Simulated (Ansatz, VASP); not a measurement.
One calculation of Hf4O7, two programs

```
Hf O
1.0
     5.10284   -0.02026    0.02084
    -0.02026    5.10282    0.02100
     0.02084    0.02100    5.10278
Hf O
4 7
Cartesian
  0.0001 -0.0100 -0.0317
  0.0005 2.5862 2.5646
  2.5962 -0.0095 2.5645
  2.4851 2.4749 0.0805
  1.1369 1.1268 3.6290
  1.1166 4.0285 1.4489
  1.4164 3.6959 3.9827
  4.0386 1.1065 1.4488
  3.7059 1.4064 3.9825
  3.6856 3.6755 1.1696
  4.0330 4.0230 3.6560
```

Alike in both runs: functional PBE; k mesh 6 × 6 × 6; occupations gaussian, width 0.05 eV; no spin polarisation.

Ansatz relaxed the structure, and its values are those at the end. VASP's run is a single point on that final structure, the one shown.

|  | VASP | Ansatz |
| --- | --- | --- |
| version | VASP 6.6.1 | Ansatz 0.2.0 |
| potentials or method | VASP PAW PBE potentials, release 64 (Hf_pv, O), cutoff 520 eV | scalar-relativistic, plane waves, PAW |
| valence electrons in the cell | 82 | 146 |

```csv
,VASP,Ansatz,Ansatz less VASP
gap on the k mesh at the Fermi level (eV),0.90,0.90,0.000
least direct gap on the mesh (eV),1.33,1.34,+0.008
pressure (GPa),-2.9,0.0,+2.95
rms of the force components (eV/Å),0.043,0.000,-0.0425
```

VASP's potentials hold 82 valence electrons a cell and Ansatz's 146, so a difference there can come from the potentials and not from the codes.

Neither program's run includes spin-orbit coupling.
